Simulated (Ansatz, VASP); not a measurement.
Two plane-wave programs on Ti

```
Ti
1.0
     0.00000    2.04800    2.04800
     2.04800    0.00000    2.04800
     2.04800    2.04800    0.00000
Ti
1
Cartesian
  0.0000 0.0000 0.0000
```

Alike in both runs: task single point; functional PBEsol; k mesh 18 × 18 × 18; occupations gaussian, width 0.1 eV; no spin polarisation.

|  | VASP | Ansatz |
| --- | --- | --- |
| version | VASP 6.6.1 | Ansatz 0.2.0 |
| potentials or method | VASP PAW PBE potentials, release 64 (Ti_sv), cutoff 520 eV | scalar-relativistic, plane waves, PAW |
| valence electrons in the cell | 12 | 12 |

```csv
,VASP,Ansatz,Ansatz less VASP
gap on the k mesh at the Fermi level (eV),none,none,-
pressure (GPa),-3.5,-3.2,+0.24
```

VASP's potentials were made for PBE, not for PBEsol. A gap of «none» marks a metal or a gap that the smearing closes. With one functional, cell and mesh, what is left measures potentials, basis and numerics.
